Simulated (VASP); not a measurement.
Sr2In: single point with PBE

Crystal: Sr2In.

```xyz
3
Lattice="5.8125 0.0000 0.0000 -2.9062 5.0337 0.0000 0.0000 0.0000 3.5964" Properties=species:S:1:pos:R:3 pbc="T T T"
Sr    0.0000    3.3558    1.7982
Sr    2.9062    1.6779    1.7982
In    0.0000    0.0000    0.0000
```

```json
{
 "Program": "VASP 6.6.1",
 "Task": "single point",
 "Functional": "PBE",
 "Potentials or basis": "VASP PAW PBE potentials, release 64 (Sr_sv, In_d)",
 "Cutoff": "520 eV",
 "k mesh": "12 × 12 × 12",
 "Occupations": "gaussian, width 0.1 eV",
 "Spin": "no spin polarisation",
 "Dipole correction": "no",
 "Further INCAR settings": "ALGO = Fast; EDIFF = 1e-07; NBANDS = 24"
}
```

| Property | Result |
| --- | --- |
| Pressure | 0.1 GPa |
| Band gap on the k mesh | zero (an odd number of electrons rules out a gap without spin polarisation) |

Levels at points of the mesh, in eV from the Fermi level:
| k point | band 13 | band 14 | band 15 | band 16 | band 17 | band 18 | band 19 | band 20 | band 21 | band 22 |
| --- | --- | --- | --- | --- | --- | --- | --- | --- | --- | --- |
| (0.00, 0.00, 0.00) | -13.93 | -6.25 | -0.93 | -0.93 | -0.34 | 1.16 | 1.63 | 1.63 | 1.82 | 3.85 |
| (0.50, 0.00, 0.00) | -13.93 | -5.56 | -2.89 | -0.61 | -0.60 | 1.24 | 1.31 | 1.61 | 3.39 | 3.59 |
| (0.00, 0.00, 0.50) | -13.90 | -3.70 | -2.40 | 0.13 | 0.13 | 0.64 | 0.64 | 1.96 | 1.96 | 3.09 |
| (0.50, 0.00, 0.50) | -13.90 | -3.83 | -1.48 | -1.06 | -0.56 | 0.63 | 1.49 | 1.78 | 1.86 | 3.52 |

It took 13 min on 1 thread of Intel(R) Xeon(R) Platinum 8488C (Sapphire Rapids), with other jobs on the host, peak memory 0.49 GiB.

Caveat: spin-orbit coupling is left out, which moves the levels of the heavy elements.
